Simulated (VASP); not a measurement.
SnSe: single point with r2SCAN

Crystal: SnSe.

```xyz
2
Lattice="0.0000 3.3640 3.3640 3.3640 0.0000 3.3640 3.3640 3.3640 0.0000" Properties=species:S:1:pos:R:3 pbc="T T T"
Sn    0.0000    0.0000    0.0000
Se    1.6820    1.6820    1.6820
```

```
Program             : VASP 6.6.1
Task                : single point
Functional          : r2SCAN
Potentials or basis : VASP PAW PBE potentials, release 64 (Sn_d, Se)
Cutoff              : 520 eV
k mesh              : 6 × 6 × 6
Occupations         : fermi-dirac, width 0.02 eV
Spin                : no spin polarisation
```

- Pressure: 0.0 GPa
- Band gap on the k mesh: 0.22 eV, indirect (least direct gap 0.74 eV)

Levels at points of the mesh, in eV from the valence-band top:
| k point | band 7 | band 8 | band 9 | band 10 | band 11 | band 12 | band 13 | band 14 |
| --- | --- | --- | --- | --- | --- | --- | --- | --- |
| (0.00, 0.00, 0.00) | -5.22 | -2.36 | -2.36 | -2.36 | 1.73 | 1.73 | 1.73 | 5.13 |
| (0.50, 0.00, 0.00) | -7.32 | -2.89 | -2.89 | -2.09 | 2.52 | 2.52 | 3.66 | 6.70 |
| (0.50, 0.50, 0.00) | -7.61 | -3.60 | -3.60 | -0.51 | 0.22 | 4.75 | 4.75 | 5.97 |

It took 63 s on 1 thread of Intel(R) Xeon(R) Platinum 8488C (Sapphire Rapids), on a shared host, peak memory 0.22 GiB.

Caveat: the PAW data sets were made with another functional, which shifts forces and pressure a little; spin-orbit coupling is left out, which moves the levels of the heavy elements. A k mesh can miss the band edges.
